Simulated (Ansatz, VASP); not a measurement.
**Au in VASP and in Ansatz**

```xyz
4
Lattice="2.8941 0.0000 0.0000 0.0000 5.1922 0.0000 0.0000 0.0000 4.9411" Properties=species:S:1:pos:R:3 pbc="T T T"
Au    0.0000    1.7448    3.7058
Au    1.4470    0.8513    1.2353
Au    1.4470    4.3409    3.7058
Au    0.0000    3.4473    1.2353
```

Change from the starting cell: equal strain along all axes, cell held, atoms relaxed: +1.0 %.

Alike in both runs: functional PBE; k mesh 14 × 8 × 10; occupations gaussian, width 0.1 eV; no spin polarisation.

Ansatz relaxed the structure, and its values are those at the end. VASP's run is a single point on that final structure, the one shown.

```csv
,VASP,Ansatz
version,VASP 6.6.1,Ansatz 0.2.0
potentials or method,"VASP PAW PBE potentials, release 64 (Au), cutoff 520 eV","scalar-relativistic, plane waves, PAW"
valence electrons in the cell,44,76
```

```csv
,VASP,Ansatz,Ansatz less VASP
gap on the k mesh at the Fermi level (eV),none,none,-
pressure (GPa),-3.9,-3.7,+0.20
```

A gap of «none» marks a metal or a gap that the smearing closes. VASP's potentials hold 44 valence electrons a cell and Ansatz's 76, so a difference there can come from the potentials and not from the codes. Ansatz's warnings: stress scf threshold loose.

Neither program's run includes spin-orbit coupling.
